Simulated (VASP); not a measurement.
# Ir in VASP: single point with r2SCAN

Aim: the single point of Ir with r2SCAN.

Program: VASP 6.6.1. These are calculated values, not measurements. Logs are shortened: lines on timing, memory, paths and dates and some standing lists are left out, and cuts for length are marked.

## (1) The cell of the first run

The typed cell holds 4 atoms: a = 2.729 Å, b = 2.729 Å, c = 8.843 Å, α = 90.00°, β = 90.00°, γ = 120.00°.

## (2) Single point, r2SCAN

Input file POSCAR:

```
Ir
1.0
    2.7292665802      0.0000000000      0.0000000000
   -1.3646332901      2.3636141922      0.0000000000
    0.0000000000      0.0000000000      8.8434814990
Ir
4
Direct
    0.3334607256      0.1667018164      0.3776241473
    1.0000034279      0.5000413114      0.8612931642
   -0.0000202731      0.4999361877      0.1387043758
    0.6665561196      0.8333206846      0.6223783127
```

Input file INCAR.step1:

```
PREC     = Accurate       # precision mode
ENCUT    = 520            # plane-wave cutoff, eV
ISMEAR   = 0              # smearing method
SIGMA    = 0.15           # smearing width, eV
LREAL    = F              # projectors in reciprocal space
LASPH    = T              # aspherical terms in the spheres
NELM     = 80             # most SCF steps
NBANDS   = 26             # bands
GGA      = PE             # functional
ALGO     = Normal         # electronic algorithm
EDIFF    = 1E-4           # SCF threshold, eV
LWAVE    = T              # write WAVECAR
LCHARG   = F              # write CHGCAR
```

Input file INCAR.step2:

```
PREC     = Accurate       # precision mode
ENCUT    = 520            # plane-wave cutoff, eV
EDIFF    = 1E-6           # SCF threshold, eV
ISMEAR   = 0              # smearing method
SIGMA    = 0.15           # smearing width, eV
LREAL    = F              # projectors in reciprocal space
LASPH    = T              # aspherical terms in the spheres
NELM     = 80             # most SCF steps
ALGO     = Normal         # electronic algorithm
ISIF     = 2              # what is computed and relaxed
LWAVE    = F              # write WAVECAR
LCHARG   = F              # write CHGCAR
METAGGA  = R2SCAN         # meta-GGA
LMIXTAU  = T            
NBANDS   = 26             # bands
ISTART   = 1
```

Input file KPOINTS:

```
Automatic mesh
0
Gamma
  12 12 4
```

Potentials or basis: VASP PAW PBE potentials, release 64 (Ir).

On the command line:

```console
cat potpaw_PBE.64/Ir/POTCAR > POTCAR
cp INCAR.step1 INCAR
mpirun -np 1 vasp_std > vasp.out
cp INCAR.step2 INCAR
mpirun -np 1 vasp_std > vasp.out
```

OUTCAR:

```text
PREC = Accurate
   ENCUT = 520
   EDIFF = 1E-6
   ISMEAR = 0
   LREAL = F
   LASPH = T
   NELM = 80
   ISIF = 2
   METAGGA = R2SCAN
   ISTART = 1

 ion  position               nearest neighbor table
   1  0.333  0.167  0.378-   3 2.64   3 2.64   3 2.64   4 2.68   4 2.68   4 2.68
   2  0.000  0.500  0.861-   3 2.45   4 2.64   4 2.64   4 2.64
   3  1.000  0.500  0.139-   2 2.45   1 2.64   1 2.64   1 2.64
   4  0.667  0.833  0.622-   2 2.64   2 2.64   2 2.64   1 2.68   1 2.68   1 2.68

  LATTYP: Found a hexagonal cell.
 ALAT       =     2.7292665802
 C/A-ratio  =     3.2402410095

  Lattice vectors:

 A1 = (   2.7292665802,   0.0000000000,   0.0000000000)
 A2 = (  -1.3646332901,   2.3636141922,   0.0000000000)
 A3 = (   0.0000000000,   0.0000000000,   8.8434814990)

Analysis of symmetry for initial positions (statically):
=====================================================================
 Subroutine PRICEL returns:
 Original cell was already a primitive cell.

 Routine SETGRP: Setting up the symmetry group for a
 hexagonal supercell.

 Subroutine GETGRP returns: Found  1 space group operations
 (whereof  1 operations were pure point group operations)
 out of a pool of 24 trial point group operations.

The static configuration has the point symmetry C_1 .

Analysis of symmetry for dynamics (positions and initial velocities):
=====================================================================
 Subroutine PRICEL returns:
 Original cell was already a primitive cell.

 Routine SETGRP: Setting up the symmetry group for a
 hexagonal supercell.

 Subroutine GETGRP returns: Found  1 space group operations
 (whereof  1 operations were pure point group operations)
 out of a pool of 24 trial point group operations.

The dynamic configuration has the point symmetry C_1 .

 Subroutine INISYM returns: Found  1 space group operations
 (whereof  1 operations are pure point group operations),
 and found     1 'primitive' translations

----------------------------------------------------------------------------------------

                                     Primitive cell

  volume of cell :      57.0487

  direct lattice vectors                    reciprocal lattice vectors
     2.729266580  0.000000000  0.000000000     0.366398800  0.211540446  0.000000000
    -1.364633290  2.363614192  0.000000000     0.000000000  0.423080892  0.000000000
     0.000000000  0.000000000  8.843481499     0.000000000  0.000000000  0.113077638

  length of vectors
     2.729266580  2.729266580  8.843481499     0.423080892  0.423080892  0.113077638

  position of ions in fractional coordinates (direct lattice)
     0.333460726  0.166701816  0.377624147
     0.000003428  0.500041311  0.861293164
     0.999979727  0.499936188  0.138704376
     0.666556120  0.833320685  0.622378313

  ion indices of the primitive-cell ions
   primitive index   ion index
                 1           1
                 2           2
                 3           3
                 4           4

----------------------------------------------------------------------------------------

 KPOINTS: Automatic mesh

Automatic generation of k-mesh.
 Grid dimensions read from file:
 generate k-points for:   12   12    4

 Generating k-lattice:

  Cartesian coordinates                     Fractional coordinates (reciprocal lattice)
     0.030533233  0.017628370  0.000000000     0.083333333  0.000000000  0.000000000
     0.000000000  0.035256741  0.000000000     0.000000000  0.083333333  0.000000000
     0.000000000  0.000000000  0.028269410     0.000000000  0.000000000  0.250000000

  Length of vectors
     0.035256741  0.035256741  0.028269410

  Shift w.r.t. Gamma in fractional coordinates (k-lattice)
     0.000000000  0.000000000  0.000000000

 Subroutine IBZKPT returns following result:
 ===========================================

 Found    292 irreducible k-points:

 Following reciprocal coordinates:
            Coordinates               Weight
  0.000000  0.000000  0.000000      1.000000
  0.083333  0.000000  0.000000      2.000000
  0.000000  0.083333  0.000000      2.000000
 -0.083333  0.083333  0.000000      2.000000
  0.166667  0.000000  0.000000      2.000000
  0.000000  0.166667  0.000000      2.000000
[... 16 lines left out ...]
  0.166667  0.083333  0.000000      2.000000
 -0.083333  0.250000  0.000000      2.000000
 [... further k-points ...]
   k-points           NKPTS =    292   k-points in BZ     NKDIM =    292   number of bands    NBANDS=     26
   number of dos      NEDOS =    301   number of ions     NIONS =      4
   total plane-waves  NPLWV =  28000
   dimension x,y,z NGX =    20 NGY =   20 NGZ =   70
   dimension x,y,z NGXF=    40 NGYF=   40 NGZF=  140
   ions per type =               4
   NGX,Y,Z   is equivalent  to a cutoff of  12.18, 12.18, 13.16 a.u.
   NGXF,Y,Z  is equivalent  to a cutoff of  24.36, 24.36, 26.32 a.u.
 SYSTEM =  unknown system
   PREC   = accura    normal or accurate (medium, high low for compatibility)
   ISTART =      1    job   : 0-new  1-cont  2-samecut
   ICHARG =      0    charge: 1-file 2-atom 10-const
   ISPIN  =      1    spin polarized calculation?
   LNONCOLLINEAR =      F non collinear calculations
   LSORBIT =      F    spin-orbit coupling
   LASPH  =      T    aspherical Exc in radial PAW
   ENCUT  =  520.0 eV  38.22 Ry    6.18 a.u.   5.07  5.07 16.44*2*pi/ulx,y,z
   NELM   =     80;   NELMIN=  2; NELMDL=  0     # of ELM steps
   EDIFF  = 0.1E-05   stopping-criterion for ELM
   LREAL  =      F    real-space projection
   EDIFFG = 0.1E-04   stopping-criterion for IOM
   NSW    =      0    number of steps for IOM
   IBRION =     -1    ionic relax: 0-MD 1-quasi-New 2-CG
   NFREE  =      0    steps in history (QN), initial steepest desc. (CG)
   ISIF   =      2    stress and relaxation
   ISYM   =      2    0-nonsym 1-usesym 2-fastsym
   POTIM  = 0.5000    time-step for ionic-motion
   TEBEG  =    0.0;   TEEND  =   0.0 temperature during run
   PSTRESS=    0.0 pullay stress
   NELECT =      36.0000    total number of electrons
   NUPDOWN=      -1.0000    fix difference up-down
   EMIN   =  10.00;   EMAX   =-10.00  energy-range for DOS
   EFERMI =   0.00;   METHOD = LEGACY
   ISMEAR =     0;   SIGMA  =   0.15  broadening in eV -4-tet -1-fermi 0-gaus
   EFERMI_NEDOS =   21; number of points for ismear=-14 and -15
   IALGO  =     38    algorithm
   IMIX   =      4    mixing-type and parameters
     AMIX     =   0.40;   BMIX     =  1.00
     AMIX_MAG =   1.60;   BMIX_MAG =  1.00
  volume/ion in A,a.u.               =      14.26        96.25
  Fermi-wavevector in a.u.,A,eV,Ry     =   1.404194  2.653542 26.827427  1.971760
  Thomas-Fermi vector in A             =   2.526780
   LORBIT       =      0    0 simple, 1 ext, 2 COOP (PROOUT), +10 PAW based schemes
   METAGGA = R2SCAN    functional components
   LHFCALC =     F    Hartree Fock is set to
   AEXX    =    0.0000 exact exchange contribution
   IVDW    =     0    specifies the selected vdW correction
   LEPSILON=     F    determine dielectric tensor
   LRPA    =     F    only Hartree local field effects (RPA)
 non-spin polarized calculation
 Gauss-broadening in eV      SIGMA  =   0.15
  energy-cutoff  :      520.00
  volume of cell :       57.05
 maximum number of plane-waves:      1557
   NGX = 11   NGY = 11   NGZ = 33

 number of electron      36.0000001 magnetization

 Free energy of the ion-electron system (eV)
  ---------------------------------------------------
  ext. energy  EPLUGINS =         0.00000000
  ---------------------------------------------------
  free energy    TOTEN  =      -208.85698064 eV

  energy without entropy =     -208.81485404  energy(sigma->0) =     -208.83591734

 E-fermi :   9.9687     XC(G=0): -15.2095

 val. band max:        9.9639731858   @ k =  -0.3333   0.3333   0.0000
 cond. band min:       9.9698803644   @ k =  -0.1667  -0.1667   0.2500
 fundamental gap:      0.0059071786
 Fermi energy:         9.9686691665

 k-point     1 :       0.0000    0.0000    0.0000
  band No.  band energies     occupation
      1      -1.4487      2.00000
      2       0.7123      2.00000
      3       1.1095      2.00000
      4       1.8492      2.00000
      5       4.4124      2.00000
      6       5.8248      2.00000
[... 18 lines left out ...]
     25      17.8033      0.00000
     26      23.7481      0.00000

 k-point     2 :       0.0833    0.0000    0.0000
  band No.  band energies     occupation
      1      -1.1713      2.00000
      2       0.9748      2.00000
      3       1.3811      2.00000
      4       2.1007      2.00000
      5       4.3035      2.00000
      6       5.5737      2.00000
[... 18 lines left out ...]
     25      17.8355      0.00000
     26      24.0878      0.00000

 k-point     3 :       0.0000    0.0833    0.0000
  band No.  band energies     occupation
      1      -1.1713      2.00000
      2       0.9748      2.00000
      3       1.3811      2.00000
      4       2.1007      2.00000
      5       4.3036      2.00000
      6       5.5739      2.00000
[... 18 lines left out ...]
     25      17.8355      0.00000
     26      24.0878      0.00000

 k-point     4 :      -0.0833    0.0833    0.0000
  band No.  band energies     occupation
      1      -1.1713      2.00000
      2       0.9748      2.00000
      3       1.3811      2.00000
      4       2.1007      2.00000
      5       4.3036      2.00000
      6       5.5737      2.00000
[... 18 lines left out ...]
     25      17.8354      0.00000
     26      24.0878      0.00000

 k-point     5 :       0.1667    0.0000    0.0000
  band No.  band energies     occupation
      1      -0.3978      2.00000
      2       1.6452      2.00000
      3       2.0784      2.00000
      4       2.7316      2.00000
      5       3.9357      2.00000
      6       4.9853      2.00000
[... 18 lines left out ...]
     25      17.8592      0.00000
     26      24.6809      0.00000

 k-point     6 :       0.0000    0.1667    0.0000
  band No.  band energies     occupation
      1      -0.3978      2.00000
      2       1.6452      2.00000
      3       2.0783      2.00000
      4       2.7316      2.00000
      5       3.9358      2.00000
      6       4.9853      2.00000
[... 427 lines left out ...]
 k-point    21 :      -0.0833    0.1667    0.0000
  band No.  band energies     occupation
      1      -0.6427      2.00000
      2       1.4527      2.00000
      3       1.8772      2.00000
      4       2.5547      2.00000
      5       4.0557      2.00000
      6       5.1692      2.00000
[... 18 lines left out ...]
     25      17.8599      0.00000
     26      24.6164      0.00000

 k-point    22 :      -0.1667    0.0833    0.0000
  band No.  band energies     occupation
      1      -0.6427      2.00000
      2       1.4526      2.00000
      3       1.8772      2.00000
      4       2.5548      2.00000
      5       4.0556      2.00000
      6       5.1690      2.00000
[... 18 lines left out ...]
     25      17.8600      0.00000
     26      24.6164      0.00000

 k-point    23 :       0.1667    0.0833    0.0000
  band No.  band energies     occupation
      1       0.2993      2.00000
      2       2.1680      2.00000
      3       2.6060      2.00000
      4       3.2032      2.00000
      5       3.7116      2.00000
      6       4.5676      2.00000
[... 18 lines left out ...]
     25      17.8538      0.00000
     26      24.3099      0.00000

 k-point    24 :      -0.0833    0.2500    0.0000
  band No.  band energies     occupation
      1       0.2993      2.00000
      2       2.1680      2.00000
      3       2.6060      2.00000
      4       3.2032      2.00000
      5       3.7115      2.00000
      6       4.5677      2.00000
[... 18 lines left out ...]
     25      17.8537      0.00000
     26      24.3103      0.00000

 [... further k-points ...]

------------------------ aborting loop because EDIFF is reached ----------------------------------------

  FORCE on cell =-STRESS in cart. coord.  units (eV):
  Direction    XX          YY          ZZ          XY          YZ          ZX
  --------------------------------------------------------------------------------------
  -------------------------------------------------------------------------------------
  Total        0.9564916      0.9545039     10.2998157      0.0002204     -0.0033369     -0.0002839
  in kB       26.8624683     26.8066466    289.2638877      0.0061887     -0.0937158     -0.0079723
  external PRESSURE =     114.3110009 kB  Pullay stress =       0.0000000 kB

 VOLUME and BASIS-vectors are now :
 -----------------------------------------------------------------------------
  energy-cutoff  :      520.00
  volume of cell :       57.05
      direct lattice vectors                 reciprocal lattice vectors
     2.729266580  0.000000000  0.000000000     0.366398800  0.211540446  0.000000000
    -1.364633290  2.363614192  0.000000000     0.000000000  0.423080892  0.000000000
     0.000000000  0.000000000  8.843481499     0.000000000  0.000000000  0.113077638

 POSITION                                       TOTAL-FORCE (eV/Angst)
 -----------------------------------------------------------------------------------
      0.68262      0.39402      3.33951        -0.002177     -0.001073      0.020793
     -0.68236      1.18190      7.61683        -0.000570     -0.000743      0.066140
      2.04698      1.18166      1.22663         0.000719      0.001260     -0.065556
      0.68203      1.96965      5.50399         0.002028      0.000556     -0.021377
 -----------------------------------------------------------------------------------
    total drift:                                0.000000      0.000000     -0.000050

  FREE ENERGIE OF THE ION-ELECTRON SYSTEM (eV)
  ---------------------------------------------------
  free  energy   TOTEN  =      -208.8569806441 eV

  energy  without entropy=     -208.8148540395  energy(sigma->0) =     -208.83591734
```

Run time: 39 min. Hardware: 1 thread of Intel Xeon 8259CL, shared host; peak memory 0.43 GiB.

What came out:

* Free energy: -208.8570 eV
* Pressure: 11.4 GPa
* Largest force: 0.066 eV/Å
* Band gap on the k mesh: zero (bands 18 and 19 overlap by 2.50 eV)

Forces in eV/Å, atoms in the order of the input:
```
Ir  -0.002 -0.001  0.021
Ir  -0.001 -0.001  0.066
Ir   0.001  0.001 -0.066
Ir   0.002  0.001 -0.021
```

Levels at points of the mesh, in eV from the Fermi level:
```tsv
k point	band 13	band 14	band 15	band 16	band 17	band 18	band 19	band 20	band 21	band 22
(0.00, 0.00, 0.00)	-3.39	-3.28	-3.28	-1.85	-1.85	-1.32	-1.32	-0.34	0.45	0.45
(0.50, 0.00, 0.00)	-1.66	-0.58	-0.16	0.85	0.89	1.06	1.39	1.64	1.88	2.65
(0.00, 0.50, 0.00)	-1.66	-0.58	-0.16	0.85	0.89	1.06	1.39	1.64	1.88	2.65
(0.50, 0.50, 0.00)	-1.66	-0.58	-0.16	0.85	0.89	1.06	1.39	1.64	1.88	2.65
(0.00, 0.00, 0.50)	-3.43	-3.43	-2.44	-1.83	-1.52	-1.52	-0.98	-0.98	-0.88	-0.88
(0.50, 0.00, 0.50)	-0.99	-0.05	-0.02	0.19	0.84	1.06	1.22	1.50	2.33	2.84
(0.00, 0.50, 0.50)	-0.99	-0.05	-0.02	0.19	0.84	1.06	1.22	1.50	2.33	2.83
(0.50, 0.50, 0.50)	-0.99	-0.05	-0.02	0.19	0.84	1.06	1.22	1.50	2.33	2.83
```

Caveat: the stress differs along the axes, from 3 to 29 GPa; the PAW data sets were made with another functional, which shifts forces and pressure a little; spin-orbit coupling is left out, which moves the levels of the heavy elements.
